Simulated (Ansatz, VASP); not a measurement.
# Si2Mo: VASP beside Ansatz

Contents of INCAR:

```
SYSTEM = Si2Mo
ALGO = Normal
EDIFF = 1E-7
ENCUT = 520
GGA = PS
ISIF = 2
ISMEAR = 0
LASPH = .True.
LCHARG = .False.
LREAL = .False.
LWAVE = .False.
NBANDS = 18
NELM = 80
PREC = Accurate
SIGMA = 0.15
```

KPOINTS

```
k-points
0
Gamma
  20 20 20
  0 0 0
```

File POSCAR:

```
Si2Mo
1.0
   -1.5950350850      1.5950350850      3.9106920018
    1.5950350850     -1.5950350850      3.9106920018
    1.5950350850      1.5950350850     -3.9106920018
Si Mo
2 1
Direct
    0.2519376552      0.4181816742      0.0000000000
    0.5818183258      0.7480623448      0.0000000000
    0.0000000000      0.0000000000      0.0000000000
```

Input for Ansatz:

```yaml
crystal:
  lattice:
    - [-1.595035085, 1.595035085, 3.9106920018]
    - [1.595035085, -1.595035085, 3.9106920018]
    - [1.595035085, 1.595035085, -3.9106920018]
  atoms:
    - { symbol: Si, position: [0.2519376552, 0.4181816742, 0.0] }
    - { symbol: Si, position: [0.5818183258, 0.7480623448, 0.0] }
    - { symbol: Mo, position: [0.0, 0.0, 0.0] }
basis:
  ecutwfc: 420
kpoints:
  mp_grid: { grid: [20, 20, 20] }
hamiltonian:
  xc: pbesol
scf:
  occupations: { method: gaussian, width: 0.15 }
output:
  forces: true
  stress: true
  eigenvalues: true
```

Change from the starting cell: all Si atoms moved +0.375 Å, as atom 1 along Cartesian [1 -1 0].

Alike in both runs: task single point; functional PBEsol; k mesh 20 × 20 × 20; occupations gaussian, width 0.15 eV; no spin polarisation.

|  | VASP | Ansatz |
| --- | --- | --- |
| version | VASP 6.6.1 | Ansatz 0.2.0 |
| potentials or method | VASP PAW PBE potentials, release 64 (Si, Mo_sv), cutoff 520 eV | scalar-relativistic, plane waves, PAW |
| valence electrons in the cell | 22 | 22 |

Ansatz gave:

| Item | Value |
| --- | --- |
| gap on the k mesh at the Fermi level (eV) | none |
| pressure (GPa) | 10.6 |
| traceless stress, the component that is largest in VASP (GPa) | -12.73 |
| rms of the force components (eV/Å) | 2.134 |

Question: What did VASP give for the same quantities?

Answer: gap on the k mesh at the Fermi level (eV): none; pressure (GPa): 11.1; traceless stress, the component that is largest in VASP (GPa): -12.85; rms of the force components (eV/Å): 2.155.

VASP's potentials were made for PBE, not for PBEsol. Atom by atom the forces differ by 0.022 eV/Å (rms over components). A gap of «none» marks a metal or a gap that the smearing closes.
